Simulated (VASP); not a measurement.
# P (R-3m) in VASP: a series of runs

P is run at these levels: PBE+D3(BJ); tasks: single point, relaxation of cell and atoms.

All numbers are computed with VASP 6.6.1; they aren't measurements. Logs are shortened: lines on timing, memory, paths and dates and some standing lists are left out, and cuts for length are marked.

### 1 The cell of the first run

Symmetry: R-3m, No. 166, trigonal system. The conventional cell has a = 3.427 Å, b = 3.427 Å, c = 8.755 Å, α = 90.00°, β = 90.00°, γ = 120.00°. P (site symmetry 3m) has 6 P at 2.30 to 2.64 Å within 3.0 Å.

### 2 Single point, PBE+D3(BJ)

Contents of INCAR:

```
PREC = Accurate ; ENCUT = 520
EDIFF = 1E-7 ; ISMEAR = 0
SIGMA = 0.1 ; LREAL = F
LASPH = T ; NELM = 80
ALGO = Normal ; ISIF = 2
LWAVE = F ; LCHARG = F
GGA = PE ; IVDW = 12
NBANDS = 12
```

Contents of KPOINTS:

```
regular mesh
0
Gamma
  12 12 12
```

Contents of POSCAR:

```
P
1.0
    1.7137397937      0.9894281312      2.9182723401
   -1.7137397937      0.9894281312      2.9182723401
    0.0000000000     -1.9788562624      2.9182723401
P
2
Direct
    0.2336639274      0.2336639274      0.2336639274
    0.7663360726      0.7663360726      0.7663360726
```

Potentials or basis: VASP PAW PBE potentials, release 64 (P).

Command:

```console
$ cat potpaw_PBE.64/P/POTCAR > POTCAR
$ mpirun -np 1 vasp_std > vasp.out
```

OUTCAR:

```text
PREC = Accurate
   ENCUT = 520
   EDIFF = 1E-7
   ISMEAR = 0
   LREAL = F
   LASPH = T
   NELM = 80
   ISIF = 2
   GGA = PE
   IVDW = 12
 IVDW          = 12

 ion  position               nearest neighbor table
   1  0.234  0.234  0.234-   2 2.30   2 2.30   2 2.30   2 2.64   2 2.64   2 2.64
   2  0.766  0.766  0.766-   1 2.30   1 2.30   1 2.30   1 2.64   1 2.64   1 2.64

  LATTYP: Found a trigonal (rhomboedric) cell.
 ALAT       =     3.5259304528
 COS(alpha) =     0.5275321356

  Lattice vectors:

 A1 = (   1.7137397937,   0.9894281312,   2.9182723401)
 A2 = (  -1.7137397937,   0.9894281312,   2.9182723401)
 A3 = (   0.0000000000,  -1.9788562624,   2.9182723401)

Analysis of symmetry for initial positions (statically):
=====================================================================
 Subroutine PRICEL returns:
 Original cell was already a primitive cell.

 Routine SETGRP: Setting up the symmetry group for a
 trigonal (rhombohedral) supercell.

 Subroutine GETGRP returns: Found 12 space group operations
 (whereof 12 operations were pure point group operations)
 out of a pool of 12 trial point group operations.

The static configuration has the point symmetry D_3d.

Analysis of symmetry for dynamics (positions and initial velocities):
=====================================================================
 Subroutine PRICEL returns:
 Original cell was already a primitive cell.

 Routine SETGRP: Setting up the symmetry group for a
 trigonal (rhombohedral) supercell.

 Subroutine GETGRP returns: Found 12 space group operations
 (whereof 12 operations were pure point group operations)
 out of a pool of 12 trial point group operations.

The dynamic configuration has the point symmetry D_3d.

 Subroutine INISYM returns: Found 12 space group operations
 (whereof 12 operations are pure point group operations),
 and found     1 'primitive' translations

----------------------------------------------------------------------------------------

                                     Primitive cell

  volume of cell :      29.6897

  direct lattice vectors                    reciprocal lattice vectors
     1.713739794  0.989428131  2.918272340     0.291759579  0.168447471  0.114222833
    -1.713739794  0.989428131  2.918272340    -0.291759579  0.168447471  0.114222833
     0.000000000 -1.978856262  2.918272340     0.000000000 -0.336894942  0.114222833

  length of vectors
     3.525930453  3.525930453  3.525930453     0.355731722  0.355731722  0.355731722

  position of ions in fractional coordinates (direct lattice)
[... 91 lines left out ...]
   NUPDOWN=      -1.0000    fix difference up-down
   EMIN   =  10.00;   EMAX   =-10.00  energy-range for DOS
   EFERMI =   0.00;   METHOD = LEGACY
   ISMEAR =     0;   SIGMA  =   0.10  broadening in eV -4-tet -1-fermi 0-gaus
   EFERMI_NEDOS =   21; number of points for ismear=-14 and -15
   IALGO  =     38    algorithm
   IMIX   =      4    mixing-type and parameters
     AMIX     =   0.40;   BMIX     =  1.00
     AMIX_MAG =   1.60;   BMIX_MAG =  1.00
  volume/ion in A,a.u.               =      14.84       100.18
  Fermi-wavevector in a.u.,A,eV,Ry     =   1.139041  2.152476 17.652400  1.297415
  Thomas-Fermi vector in A             =   2.275745
   LORBIT       =      0    0 simple, 1 ext, 2 COOP (PROOUT), +10 PAW based schemes
   GGA     = PE    functional components
   LHFCALC =     F    Hartree Fock is set to
   AEXX    =    0.0000 exact exchange contribution
   IVDW    =    12    specifies the selected vdW correction
   LEPSILON=     F    determine dielectric tensor
   LRPA    =     F    only Hartree local field effects (RPA)
 non-spin polarized calculation
 Gauss-broadening in eV      SIGMA  =   0.10
  energy-cutoff  :      520.00
  volume of cell :       29.69
 maximum number of plane-waves:       817
 NGX is ok and might be reduce to    28
   NGX = 13   NGY = 13   NGZ = 13

 number of electron      10.0000000 magnetization

 Free energy of the ion-electron system (eV)
  ---------------------------------------------------
  ext. energy  EPLUGINS =         0.00000000
  ---------------------------------------------------
  free energy    TOTEN  =       -10.61624099 eV

  energy without entropy =      -10.61481539  energy(sigma->0) =      -10.61552819

 E-fermi :   9.8758     XC(G=0): -11.1583

 val. band max:        9.8341424474   @ k =  -0.4167   0.0833   0.0000
 cond. band min:       9.8996608650   @ k =   0.4167  -0.0000   0.0000
 fundamental gap:      0.0655184176
 Fermi energy:         9.8757891212

 k-point     1 :       0.0000    0.0000    0.0000
  band No.  band energies     occupation
      1      -7.0493      2.00000
      2       7.1001      2.00000
      3       7.1225      2.00000
      4       7.1225      2.00000
      5       7.4996      2.00000
      6      12.1535      0.00000
      7      13.2095      0.00000
      8      13.2095      0.00000
      9      15.3511      0.00000
     10      15.3511      0.00000
     11      16.4127      0.00000
     12      16.6514      0.00000
[... 331 lines left out ...]
 k-point    24 :      -0.4167    0.1667   -0.0000
  band No.  band energies     occupation
      1      -3.0321      2.00000
      2      -1.9935      2.00000
      3       4.1602      2.00000
      4       6.4609      2.00000
      5       7.4120      2.00000
      6      10.6522      0.00000
      7      12.3083      0.00000
      8      14.0340      0.00000
      9      18.0949      0.00000
     10      19.0107      0.00000
     11      19.3593      0.00000
     12      24.0099      0.00000

 [... further k-points ...]

------------------------ aborting loop because EDIFF is reached ----------------------------------------

 Edisp (eV)   -0.95234

 E8    (eV) :    -0.3604

  FORCE on cell =-STRESS in cart. coord.  units (eV):
  Direction    XX          YY          ZZ          XY          YZ          ZX
  --------------------------------------------------------------------------------------
  -------------------------------------------------------------------------------------
  Total      -0.06543    -0.06543    -0.03271    -0.00000    -0.00000     0.00000
  in kB      -3.53106    -3.53106    -1.76520    -0.00000    -0.00000     0.00000
  external pressure =       -2.94 kB  Pullay stress =        0.00 kB

 VOLUME and BASIS-vectors are now :
 -----------------------------------------------------------------------------
  energy-cutoff  :      520.00
  volume of cell :       29.69
      direct lattice vectors                 reciprocal lattice vectors
     1.713739794  0.989428131  2.918272340     0.291759579  0.168447471  0.114222833
    -1.713739794  0.989428131  2.918272340    -0.291759579  0.168447471  0.114222833
     0.000000000 -1.978856262  2.918272340     0.000000000 -0.336894942  0.114222833

 POSITION                                       TOTAL-FORCE (eV/Angst)
 -----------------------------------------------------------------------------------
      0.00000      0.00000      2.04568         0.000000      0.000000     -0.045822
      0.00000      0.00000      6.70913         0.000000      0.000000      0.045822
 -----------------------------------------------------------------------------------
    total drift:                                0.000000     -0.000000     -0.000000

  FREE ENERGIE OF THE ION-ELECTRON SYSTEM (eV)
  ---------------------------------------------------
  free  energy   TOTEN  =       -11.5685787987 eV

  energy  without entropy=      -11.5671531982  energy(sigma->0) =      -11.56786600
```

OSZICAR:

```text
N       E                     dE             d eps       ncg     rms          rms(c)
DAV:   1     0.211498243551E+02    0.21150E+02   -0.45947E+03  4536   0.724E+02
DAV:   2    -0.951037195391E+01   -0.30660E+02   -0.29229E+02  5856   0.118E+02
DAV:   3    -0.106285488785E+02   -0.11182E+01   -0.11095E+01  5912   0.209E+01
DAV:   4    -0.106357256155E+02   -0.71767E-02   -0.71677E-02  5380   0.190E+00
DAV:   5    -0.106357772796E+02   -0.51664E-04   -0.51663E-04  5924   0.155E-01    0.717E+00
DAV:   6    -0.106221621610E+02    0.13615E-01   -0.58007E-03  5408   0.467E-01    0.428E+00
DAV:   7    -0.106160641069E+02    0.60981E-02   -0.11949E-02  5388   0.734E-01    0.108E-01
DAV:   8    -0.106162062475E+02   -0.14214E-03   -0.12220E-03  5376   0.239E-01    0.595E-02
DAV:   9    -0.106162283673E+02   -0.22120E-04   -0.64812E-05  5696   0.562E-02    0.420E-02
DAV:  10    -0.106162404537E+02   -0.12086E-04   -0.16002E-05  5308   0.281E-02    0.803E-03
DAV:  11    -0.106162408004E+02   -0.34664E-06   -0.32752E-07  5920   0.395E-03    0.198E-03
DAV:  12    -0.106162410003E+02   -0.19995E-06   -0.11465E-07  4344   0.212E-03    0.101E-03
DAV:  13    -0.106162409872E+02    0.13102E-07   -0.32475E-09  2900   0.400E-04
   1 F= -.11568579E+02 E0= -.11567866E+02  d E =-.142560E-02
```

Wall time 32 s (1 thread of Oxide Virtual Turin-like, shared host); peak memory 0.16 GiB.

What came out:

```
Free energy                : -11.5686 eV
Pressure                   : -0.3 GPa
Largest force              : 0.046 eV/Å
Band gap on the k mesh     : zero (band 5 reaches 10.49 eV, above the bottom of band 6 at 9.21 eV)
Dispersion energy per atom : -0.476 eV
```

Forces in eV/Å, atoms in the order of the input:
```
P    0.000  0.000 -0.046
P    0.000  0.000  0.046
```

Levels at points of the mesh, in eV from the Fermi level:
| k point | band 2 | band 3 | band 4 | band 5 | band 6 | band 7 | band 8 | band 9 |
| --- | --- | --- | --- | --- | --- | --- | --- | --- |
| (0.00, 0.00, 0.00) | -2.78 | -2.75 | -2.75 | -2.38 | 2.28 | 3.33 | 3.33 | 5.48 |
| (0.50, 0.00, 0.00) | -12.32 | -3.25 | -2.76 | -0.92 | -0.16 | 0.45 | 0.90 | 10.36 |
| (0.50, 0.50, 0.00) | -9.74 | -7.26 | -5.64 | -5.61 | 0.20 | 7.16 | 7.87 | 9.06 |
| (0.50, 0.50, 0.50) | -11.60 | -2.58 | -2.58 | -0.67 | -0.67 | 0.46 | 2.14 | 9.99 |

Caveat: pairwise dispersion overbinds metals, which lowers pressure and volume.

### 3 Relaxation of cell and atoms, PBE+D3(BJ)

This run uses another cell than the first one, of 15.05 Å³/atom, 1.014 times its volume.

Contents of INCAR:

```
SYSTEM = P
PREC = Accurate
ENCUT = 600
EDIFF = 1E-6
ISMEAR = 0
SIGMA = 0.1
LREAL = .False.
LASPH = .True.
NELM = 60
ALGO = Normal
ISIF = 3
LWAVE = .False.
LCHARG = .False.
GGA = PE
IVDW = 12
IBRION = 2
NSW = 80
EDIFFG = -0.01
```

Contents of KPOINTS:

```
regular mesh
0
Gamma
  12 12 12
  0 0 0
```

Contents of POSCAR:

```
P
1.0
    1.7093317146      0.9868831256      2.9738868283
   -1.7093317146      0.9868831256      2.9738868283
    0.0000000000     -1.9737662511      2.9738868283
P
2
Direct
    0.2315561238      0.2315561238      0.2315561238
    0.7684438762      0.7684438762      0.7684438762
```

Potentials or basis: VASP PAW PBE potentials, release 64 (P).

Command:

```console
$ cat potpaw_PBE.64/P/POTCAR > POTCAR
$ mpirun -np 1 vasp_std > vasp.out
```

OUTCAR:

```text
SYSTEM = P
   PREC = Accurate
   ENCUT = 600
   EDIFF = 1E-6
   ISMEAR = 0
   LREAL = .False.
   LASPH = .True.
   NELM = 60
   ISIF = 3
   GGA = PE
   IVDW = 12
   IBRION = 2
   NSW = 80
   EDIFFG = -0.01
 IVDW          = 12

 ion  position               nearest neighbor table
   1  0.232  0.232  0.232-   2 2.29   2 2.29   2 2.29   2 2.68   2 2.68   2 2.68
   2  0.768  0.768  0.768-   1 2.29   1 2.29   1 2.29   1 2.68   1 2.68   1 2.68

  LATTYP: Found a trigonal (rhomboedric) cell.
 ALAT       =     3.5692794906
 COS(alpha) =     0.5413075585

  Lattice vectors:

 A1 = (   1.7093317146,   0.9868831256,   2.9738868283)
 A2 = (  -1.7093317146,   0.9868831256,   2.9738868283)
 A3 = (   0.0000000000,  -1.9737662511,   2.9738868283)

Analysis of symmetry for initial positions (statically):
=====================================================================
 Subroutine PRICEL returns:
 Original cell was already a primitive cell.

 Routine SETGRP: Setting up the symmetry group for a
 trigonal (rhombohedral) supercell.

 Subroutine GETGRP returns: Found 12 space group operations
 (whereof 12 operations were pure point group operations)
 out of a pool of 12 trial point group operations.

The static configuration has the point symmetry D_3d.

Analysis of symmetry for dynamics (positions and initial velocities):
[... 153 lines left out ...]
 number of electron      10.0000000 magnetization

 Free energy of the ion-electron system (eV)
  ---------------------------------------------------
  ext. energy  EPLUGINS =         0.00000000
  ---------------------------------------------------
  free energy    TOTEN  =       -10.62602007 eV

  energy without entropy =      -10.62468720  energy(sigma->0) =      -10.62535363

------------------------ aborting loop because EDIFF is reached ----------------------------------------

 Edisp (eV)   -0.93934

 E8    (eV) :    -0.3556
[... 191 lines left out ...]
--------------------------------------- Ionic step        6  -------------------------------------------

 number of electron      10.0000000 magnetization

 Free energy of the ion-electron system (eV)
  ---------------------------------------------------
  ext. energy  EPLUGINS =         0.00000000
  ---------------------------------------------------
  free energy    TOTEN  =       -10.61646389 eV

  energy without entropy =      -10.61507607  energy(sigma->0) =      -10.61576998

 E-fermi :   9.9044     XC(G=0): -11.1580

 val. band max:        9.8607674757   @ k =  -0.4167   0.0833  -0.0000
 cond. band min:       9.9387337061   @ k =   0.4167   0.0000   0.0000
 fundamental gap:      0.0779662304
 Fermi energy:         9.9043855873

 k-point     1 :       0.0000    0.0000    0.0000
  band No.  band energies     occupation
      1      -7.0546      2.00000
      2       7.1045      2.00000
      3       7.1168      2.00000
      4       7.1168      2.00000
      5       7.5028      2.00000
      6      12.1169      0.00000
      7      13.1905      0.00000
      8      13.1905      0.00000
      9      15.3808      0.00000
[... 265 lines left out ...]
 k-point    24 :      -0.4167    0.1667   -0.0000
  band No.  band energies     occupation
      1      -3.0394      2.00000
      2      -1.9921      2.00000
      3       4.1475      2.00000
      4       6.4629      2.00000
      5       7.4130      2.00000
      6      10.6732      0.00000
      7      12.3068      0.00000
      8      14.0339      0.00000
      9      18.0882      0.00000

 [... further k-points ...]

------------------------ aborting loop because EDIFF is reached ----------------------------------------

 Edisp (eV)   -0.95259

 E8    (eV) :    -0.3605
[... 25 lines left out ...]
  FREE ENERGIE OF THE ION-ELECTRON SYSTEM (eV)
  ---------------------------------------------------
  free  energy   TOTEN  =       -11.5690566912 eV

  energy  without entropy=      -11.5676688688  energy(sigma->0) =      -11.56836278

 reached required accuracy - stopping structural energy minimisation
```

OSZICAR:

```text
N       E                     dE             d eps       ncg     rms          rms(c)
DAV:   1     0.270810415183E+02    0.27081E+02   -0.52513E+03  3402   0.109E+03
DAV:   2    -0.954492771196E+01   -0.36626E+02   -0.35388E+02  5091   0.136E+02
DAV:   3    -0.106446467467E+02   -0.10997E+01   -0.10837E+01  4451   0.259E+01
[... 35 lines left out ...]
       N       E                     dE             d eps       ncg     rms          rms(c)
DAV:   1    -0.106164646911E+02    0.12673E-03   -0.11430E-03  3497   0.212E-01    0.217E-02
DAV:   2    -0.106164650897E+02   -0.39856E-06   -0.43063E-05  4334   0.559E-02    0.885E-03
DAV:   3    -0.106164638008E+02    0.12889E-05   -0.47019E-06  4444   0.145E-02    0.310E-03
DAV:   4    -0.106164638941E+02   -0.93356E-07   -0.57757E-07  1848   0.625E-03
   6 F= -.11569057E+02 E0= -.11568363E+02  d E =-.336663E-04
```

CONTCAR:

```text
P
   1.00000000000000
     1.7128906042636480    0.9889378515048457    2.9204672088596335
    -1.7128906042636480    0.9889378515048457    2.9204672088596335
    -0.0000000000000000   -1.9778757029112730    2.9204672088602290
  P
     2
Direct
     0.2333086032822033    0.2333086032822033    0.2333086032822034
     0.7666913967177967    0.7666913967177967    0.7666913967177966

  0.00000000E+00  0.00000000E+00  0.00000000E+00
  0.00000000E+00  0.00000000E+00  0.00000000E+00
```

It took 73 s on 1 thread of Oxide Virtual Turin-like, shared host; peak memory 0.17 GiB.

What came out:

```
Free energy                            : -11.5691 eV
Relaxed volume                         : 14.84 Å³/atom
Relaxed cell                           : a = 3.527 Å, b = 3.527 Å, c = 3.527 Å, α = 58.11°, β = 58.11°, γ = 58.11°
Space group after relaxing (to 0.05 Å) : R-3m (No. 166)
Energy gained by relaxing              : 1.8 meV/atom
Ionic steps                            : 6
Pressure after relaxing                : 0.0 GPa
Band gap on the k mesh                 : zero (band 5 reaches 10.50 eV, above the bottom of band 6 at 9.24 eV)
Dispersion energy per atom             : -0.476 eV
```

The path:
| step | energy change (eV) | largest force (eV/Å) | pressure (GPa) | volume (Å³) |
| --- | --- | --- | --- | --- |
| 1 | 0.0000 | 0.1028 | -0.11 | 30.10 |
| 2 | -0.0018 | 0.0535 | -0.44 | 30.05 |
| 3 | -0.0029 | 0.0267 | -0.91 | 29.97 |
| 4 | -0.0037 | 0.0008 | -0.10 | 29.69 |
| 5 | -0.0037 | 0.0005 | -0.10 | 29.69 |
| 6 | -0.0037 | 0.0007 | -0.04 | 29.68 |

Final structure:
```
CELL_PARAMETERS angstrom
1.71289 0.98894 2.92047
-1.71289 0.98894 2.92047
0.00000 -1.97788 2.92047
ATOMIC_POSITIONS crystal
P 0.23331 0.23331 0.23331
P 0.76669 0.76669 0.76669
```

Levels at points of the mesh, in eV from the Fermi level:
```tsv
k point	band 3	band 4	band 5	band 6	band 7	band 8
(0.00, 0.00, 0.00)	-2.79	-2.79	-2.40	2.21	3.29	3.29
(0.50, 0.00, 0.00)	-3.31	-2.80	-0.92	-0.15	0.41	0.87
(0.50, 0.50, 0.00)	-7.26	-5.67	-5.63	0.16	7.14	7.87
(0.50, 0.50, 0.50)	-2.63	-2.63	-0.67	-0.67	0.43	2.14
```

Caveat: pairwise dispersion overbinds metals, which lowers pressure and volume.
